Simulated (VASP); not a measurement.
# MoS2 (P-3m1) in VASP: notebook

Aim: see how the results for MoS2 move with the level of theory and the settings. Levels: PBE+D3(BJ), PBE, r2SCAN+rVV10. Tasks: single point.

All numbers are computed with VASP 6.6.1; they aren't measurements. Logs are shortened: lines on timing, memory, paths and dates and some standing lists are left out, and cuts for length are marked.

## (1) The cell of the first run

It takes space group P-3m1 (No. 164, trigonal). The conventional cell has a = 3.175 Å, b = 3.175 Å, c = 5.804 Å, α = 90.00°, β = 90.00°, γ = 120.00°. Within 3.2 Å of Mo (site symmetry -3m) lie 6 S at 2.42 Å and 6 Mo at 3.18 Å. S (site symmetry 3m) has 3 Mo at 2.42 Å and 9 S at 3.18 to 3.23 Å within 3.3 Å.

## (2) Single point, PBE+D3(BJ)

INCAR reads:

```
SYSTEM = MoS2
PREC     = Accurate       ! precision mode
ENCUT    = 520            ! plane-wave cutoff, eV
EDIFF    = 1E-6           ! SCF threshold, eV
ISMEAR   = -1             ! smearing method
SIGMA    = 0.02           ! smearing width, eV
LREAL    = .FALSE.        ! projectors in reciprocal space
LASPH    = .TRUE.         ! aspherical terms in the spheres
NELM     = 100            ! most SCF steps
ALGO     = Normal         ! electronic algorithm
ISIF     = 2              ! what is computed and relaxed
LWAVE    = .FALSE.        ! write WAVECAR
LCHARG   = .FALSE.        ! write CHGCAR
GGA      = PE             ! functional
IVDW     = 12             ! dispersion correction
NBANDS   = 20             ! bands
```

KPOINTS reads:

```
Automatic mesh
0
G
  12 12 4
  0 0 0
```

POSCAR reads:

```
MoS2
1.0
    3.1754349285      0.0000000000      0.0000000000
   -1.5877174643      2.7500073162      0.0000000000
    0.0000000000      0.0000000000      5.8037771898
Mo S
1 2
Direct
    0.0000000000      0.0000000000      0.0000000000
    0.3333333333      0.6666666667      0.2709200765
    0.6666666667      0.3333333333      0.7290799235
```

Potentials or basis: VASP PAW PBE potentials, release 64 (Mo_sv, S).

Run with:

```
$ cat potpaw_PBE.64/Mo_sv/POTCAR potpaw_PBE.64/S/POTCAR > POTCAR
$ mpirun -np 1 vasp_std > vasp.out
```

OUTCAR:

```text
SYSTEM = MoS2
   PREC = Accurate
   ENCUT = 520
   EDIFF = 1E-6
   ISMEAR = -1
   LREAL = .FALSE.
   LASPH = .TRUE.
   NELM = 100
   ISIF = 2
   GGA = PE
   IVDW = 12
 IVDW          = 12

 ion  position               nearest neighbor table
   1  0.000  0.000  0.000-   2 2.42   3 2.42   3 2.42   2 2.42   3 2.42   2 2.42
   2  0.333  0.667  0.271-   1 2.42   1 2.42   1 2.42
   3  0.667  0.333  0.729-   1 2.42   1 2.42   1 2.42

  LATTYP: Found a hexagonal cell.
 ALAT       =     3.1754349285
 C/A-ratio  =     1.8277109500

  Lattice vectors:

 A1 = (   3.1754349285,   0.0000000000,   0.0000000000)
 A2 = (  -1.5877174643,   2.7500073162,   0.0000000000)
 A3 = (   0.0000000000,   0.0000000000,   5.8037771898)

Analysis of symmetry for initial positions (statically):
=====================================================================
 Subroutine PRICEL returns:
 Original cell was already a primitive cell.

 Routine SETGRP: Setting up the symmetry group for a
 hexagonal supercell.

 Subroutine GETGRP returns: Found 12 space group operations
 (whereof 12 operations were pure point group operations)
 out of a pool of 24 trial point group operations.

The static configuration has the point symmetry D_3d.

Analysis of symmetry for dynamics (positions and initial velocities):
=====================================================================
 Subroutine PRICEL returns:
 Original cell was already a primitive cell.

 Routine SETGRP: Setting up the symmetry group for a
 hexagonal supercell.

 Subroutine GETGRP returns: Found 12 space group operations
 (whereof 12 operations were pure point group operations)
 out of a pool of 24 trial point group operations.

The dynamic configuration has the point symmetry D_3d.

 Subroutine INISYM returns: Found 12 space group operations
 (whereof 12 operations are pure point group operations),
 and found     1 'primitive' translations

----------------------------------------------------------------------------------------

                                     Primitive cell

  volume of cell :      50.6813

  direct lattice vectors                    reciprocal lattice vectors
     3.175434929  0.000000000  0.000000000     0.314917491  0.181817698  0.000000000
    -1.587717464  2.750007316  0.000000000     0.000000000  0.363635396  0.000000000
     0.000000000  0.000000000  5.803777190     0.000000000  0.000000000  0.172301583

  length of vectors
[... 81 lines left out ...]
   LASPH  =      T    aspherical Exc in radial PAW
   ENCUT  =  520.0 eV  38.22 Ry    6.18 a.u.   5.90  5.90 10.79*2*pi/ulx,y,z
   NELM   =    100;   NELMIN=  2; NELMDL= -5     # of ELM steps
   EDIFF  = 0.1E-05   stopping-criterion for ELM
   LREAL  =      F    real-space projection
   EDIFFG = 0.1E-04   stopping-criterion for IOM
   NSW    =      0    number of steps for IOM
   IBRION =     -1    ionic relax: 0-MD 1-quasi-New 2-CG
   NFREE  =      0    steps in history (QN), initial steepest desc. (CG)
   ISIF   =      2    stress and relaxation
   ISYM   =      2    0-nonsym 1-usesym 2-fastsym
   POTIM  = 0.5000    time-step for ionic-motion
   TEBEG  =    0.0;   TEEND  =   0.0 temperature during run
   PSTRESS=    0.0 pullay stress
   NELECT =      26.0000    total number of electrons
   NUPDOWN=      -1.0000    fix difference up-down
   EMIN   =  10.00;   EMAX   =-10.00  energy-range for DOS
   EFERMI =   0.00;   METHOD = LEGACY
   ISMEAR =    -1;   SIGMA  =   0.02  broadening in eV -4-tet -1-fermi 0-gaus
   EFERMI_NEDOS =   21; number of points for ismear=-14 and -15
   IALGO  =     38    algorithm
   IMIX   =      4    mixing-type and parameters
     AMIX     =   0.40;   BMIX     =  1.00
     AMIX_MAG =   1.60;   BMIX_MAG =  1.00
  volume/ion in A,a.u.               =      16.89       114.00
  Fermi-wavevector in a.u.,A,eV,Ry     =   1.310539  2.476560 23.368183  1.717513
  Thomas-Fermi vector in A             =   2.441063
   LORBIT       =      0    0 simple, 1 ext, 2 COOP (PROOUT), +10 PAW based schemes
   GGA     = PE    functional components
   LHFCALC =     F    Hartree Fock is set to
   AEXX    =    0.0000 exact exchange contribution
   IVDW    =    12    specifies the selected vdW correction
   LEPSILON=     F    determine dielectric tensor
   LRPA    =     F    only Hartree local field effects (RPA)
 non-spin polarized calculation
  energy-cutoff  :      520.00
  volume of cell :       50.68
 maximum number of plane-waves:      1380
   NGX = 11   NGY = 11   NGZ = 21

 number of electron      25.9999997 magnetization

 Free energy of the ion-electron system (eV)
  ---------------------------------------------------
  ext. energy  EPLUGINS =         0.00000000
  ---------------------------------------------------
  free energy    TOTEN  =       -20.93078363 eV

  energy without entropy =      -20.92911359  energy(sigma->0) =      -20.92994861

 E-fermi :   8.4919     XC(G=0): -11.2237

 val. band max:        8.4416550280   @ k =   0.1667   0.1667   0.5000
 cond. band min:       8.5129385751   @ k =   0.0833   0.0000   0.2500
 fundamental gap:      0.0712835470
 Fermi energy:         8.4918695658

 k-point     1 :       0.0000    0.0000    0.0000
  band No.  band energies     occupation
      1     -53.3009      2.00000
      2     -27.3722      2.00000
      3     -27.2743      2.00000
      4     -27.2743      2.00000
      5      -6.7977      2.00000
      6      -4.9181      2.00000
[... 541 lines left out ...]
     19      16.2852      0.00000
     20      17.2219      0.00000

 [... further k-points ...]

------------------------ aborting loop because EDIFF is reached ----------------------------------------

 Edisp (eV)   -1.35103

 E8    (eV) :    -0.5458

  FORCE on cell =-STRESS in cart. coord.  units (eV):
  Direction    XX          YY          ZZ          XY          YZ          ZX
  --------------------------------------------------------------------------------------
  -------------------------------------------------------------------------------------
  Total      -0.04147    -0.04147    -0.02415     0.00000     0.00000    -0.00000
  in kB      -1.31113    -1.31113    -0.76342     0.00000     0.00000    -0.00000
  external pressure =       -1.13 kB  Pullay stress =        0.00 kB

 VOLUME and BASIS-vectors are now :
 -----------------------------------------------------------------------------
  energy-cutoff  :      520.00
  volume of cell :       50.68
      direct lattice vectors                 reciprocal lattice vectors
     3.175434929  0.000000000  0.000000000     0.314917491  0.181817698  0.000000000
    -1.587717464  2.750007316  0.000000000     0.000000000  0.363635396  0.000000000
     0.000000000  0.000000000  5.803777190     0.000000000  0.000000000  0.172301583

 POSITION                                       TOTAL-FORCE (eV/Angst)
 -----------------------------------------------------------------------------------
      0.00000      0.00000      0.00000         0.000000      0.000000      0.000000
     -0.00000      1.83334      1.57236         0.000000      0.000000     -0.012696
      1.58772      0.91667      4.23142        -0.000000     -0.000000      0.012696
 -----------------------------------------------------------------------------------
    total drift:                                0.000000      0.000000     -0.000000

  FREE ENERGIE OF THE ION-ELECTRON SYSTEM (eV)
  ---------------------------------------------------
  free  energy   TOTEN  =       -22.2818090279 eV

  energy  without entropy=      -22.2801389899  energy(sigma->0) =      -22.28097401
```

Run time: 41 s. Hardware: 1 thread of Intel Xeon Platinum 8488C (Sapphire Rapids), shared host; peak memory 0.21 GiB.

What came out:

| Property | Result |
| --- | --- |
| Free energy | -22.2818 eV |
| Pressure | -0.1 GPa |
| Largest force | 0.013 eV/Å |
| Band gap on the k mesh | zero (bands 13 and 14 overlap by 1.21 eV) |
| Dispersion energy per atom | -0.450 eV |

Forces in eV/Å, atoms in the order of the input:
```
Mo   0.000  0.000  0.000
S    0.000  0.000 -0.013
S    0.000  0.000  0.013
```

Levels at points of the mesh, in eV from the Fermi level:
```
           k point  band 10  band 11  band 12  band 13  band 14  band 15  band 16  band 17
(0.00, 0.00, 0.00)    -1.46    -1.24    -0.94    -0.94    -0.20    -0.20     2.93     2.93
(0.50, 0.00, 0.00)    -4.06    -3.66    -1.95    -1.80     1.10     1.75     3.63     3.79
(0.00, 0.00, 0.50)    -3.93    -0.96    -0.96    -0.44    -0.44     0.10     3.41     3.41
(0.50, 0.00, 0.50)    -4.23    -2.50    -2.11    -1.46     1.10     1.86     2.93     4.26
```

## (3) Single point, PBE

This run uses another cell than the first one, of 17.80 Å³/atom.

INCAR reads:

```
SYSTEM = MoS2
  PREC = Accurate
  ENCUT = 520
  EDIFF = 1E-6
  ISMEAR = -1
  SIGMA = 0.02
  LREAL = .FALSE.
  LASPH = .TRUE.
  NELM = 100
  ALGO = Normal
  ISIF = 2
  LWAVE = .FALSE.
  LCHARG = .FALSE.
  GGA = PE
  NBANDS = 20
```

KPOINTS reads:

```
regular mesh
0
G
  12 12 4
  0 0 0
```

POSCAR reads:

```
MoS2
1.0
    3.2202374473      0.0000000000      0.0000000000
   -1.6101187237      2.7888074356      0.0000000000
    0.0000000000      0.0000000000      5.9450268533
Mo S
1 2
Direct
    0.0000000000      0.0000000000      0.0000000000
    0.3333333333      0.6666666667      0.2600310809
    0.6666666667      0.3333333333      0.7399689191
```

Potentials or basis: VASP PAW PBE potentials, release 64 (Mo_sv, S).

Run with:

```
$ cat potpaw_PBE.64/Mo_sv/POTCAR potpaw_PBE.64/S/POTCAR > POTCAR
$ mpirun -np 1 vasp_std > vasp.out
```

Wall time 44 s (1 thread of Intel Xeon Platinum 8488C (Sapphire Rapids), shared host); peak memory 0.21 GiB.

It converged, with:

```
Free energy            : -20.9773 eV
Pressure               : 2.1 GPa
Largest force          : 0.178 eV/Å
Band gap on the k mesh : zero (bands 13 and 14 overlap by 1.10 eV)
```

Forces on the atoms (eV/Å):
```
Mo   0.000  0.000  0.000
S    0.000  0.000  0.178
S    0.000  0.000 -0.178
```

Stress tensor (GPa, compression positive):
```
1.30 0.00 0.00
0.00 1.30 0.00
0.00 0.00 3.73
```

Levels at points of the mesh, in eV from the Fermi level:
| k point | band 11 | band 12 | band 13 | band 14 | band 15 | band 16 |
| --- | --- | --- | --- | --- | --- | --- |
| (0.00, 0.00, 0.00) | -1.18 | -0.97 | -0.97 | -0.32 | -0.32 | 3.05 |
| (0.50, 0.00, 0.00) | -3.48 | -1.91 | -1.69 | 0.94 | 1.70 | 3.67 |
| (0.00, 0.00, 0.50) | -0.98 | -0.98 | -0.48 | -0.48 | 0.11 | 3.39 |
| (0.50, 0.00, 0.50) | -2.25 | -2.21 | -1.58 | 0.94 | 1.73 | 3.11 |

Caveat: this functional lacks dispersion, which binds layers or chains, so the pressure and a relaxed spacing across them are unreliable.

## (4) Single point, r2SCAN+rVV10

This run uses another cell than the first one, of 17.80 Å³/atom.

POSCAR is that of step 3.

INCAR.step1 reads:

```
PREC = Accurate
ENCUT = 520
ISMEAR = -1
SIGMA = 0.02
LREAL = F
LASPH = T
NELM = 100
NBANDS = 20
GGA = PE
ALGO = Normal
EDIFF = 1E-4
LWAVE = T
LCHARG = F
```

INCAR.step2 reads:

```
PREC = Accurate
ENCUT = 520
EDIFF = 1E-6
ISMEAR = -1
SIGMA = 0.02
LREAL = F
LASPH = T
NELM = 100
ALGO = Normal
ISIF = 2
LWAVE = F
LCHARG = T
METAGGA = R2SCAN
LMIXTAU = T
LUSE_VDW = T
IVDW_NL = 2
BPARAM = 11.95
CPARAM = 0.0093
LELF = T
LVHAR = T
NBANDS = 20
ISTART = 1
```

KPOINTS reads:

```
regular mesh
0
Gamma
  12 12 4
```

Run with:

```
$ cat potpaw_PBE.64/Mo_sv/POTCAR potpaw_PBE.64/S/POTCAR > POTCAR
$ cp INCAR.step1 INCAR
$ mpirun -np 1 vasp_std > vasp.out
$ cp INCAR.step2 INCAR
$ mpirun -np 1 vasp_std > vasp.out
```

Wall time 2.8 min (1 thread of Intel Xeon Platinum 8488C (Sapphire Rapids), shared host); peak memory 0.32 GiB.

It converged, with:

```yaml
Free_energy: -43.6751 eV
Pressure: 0.2 GPa
Largest_force: 0.015 eV/Å
Band_gap_on_the_k_mesh: zero (bands 13 and 14 overlap by 1.27 eV)
```

Forces in eV/Å, atoms in the order of the input:
```
Mo   0.000  0.000  0.000
S    0.000  0.000  0.015
S    0.000  0.000 -0.015
```

Levels at points of the mesh, in eV from the Fermi level:
```
           k point  band 11  band 12  band 13  band 14  band 15  band 16
(0.00, 0.00, 0.00)    -1.18    -1.00    -1.00    -0.39    -0.39     3.23
(0.50, 0.00, 0.00)    -3.69    -2.06    -1.72     1.02     1.83     3.90
(0.00, 0.00, 0.50)    -1.01    -1.01    -0.56    -0.56     0.16     3.58
(0.50, 0.00, 0.50)    -2.37    -2.29    -1.71     1.02     1.86     3.27
```

Caveat: the PAW data sets were made with another functional, which shifts forces and pressure a little.

## (5) Summary

| level | cell | gap on the mesh (eV) | pressure (GPa) | largest force (eV/Å) |
| --- | --- | --- | --- | --- |
| PBE+D3(BJ) | a = 3.175, b = 3.175, c = 5.804 Å, angles 90.0, 90.0, 120.0°, 3 atoms, atomic positions A | none | -0.1 | 0.01 |
| PBE | a = 3.220, b = 3.220, c = 5.945 Å, angles 90.0, 90.0, 120.0°, 3 atoms, atomic positions B | none | 2.1 | 0.18 |
| r2SCAN+rVV10 | a = 3.220, b = 3.220, c = 5.945 Å, angles 90.0, 90.0, 120.0°, 3 atoms, atomic positions B | none | 0.2 | 0.01 |

Alike in all rows: task single point; potentials or basis VASP PAW PBE potentials, release 64 (Mo_sv, S); no spin polarisation; k mesh 12 × 12 × 4; cutoff (eV) 520; smearing fermi-dirac 0.02 eV.

Caveats: this functional lacks dispersion, which binds layers or chains, so the pressure and a relaxed spacing across them are unreliable (at least some runs); the PAW data sets were made with another functional, which shifts forces and pressure a little (at least some runs).

Absolute energies hang on the potentials; compare differences alone.

The gap in the log of VASP goes by the Fermi energy; the results here count the filled bands.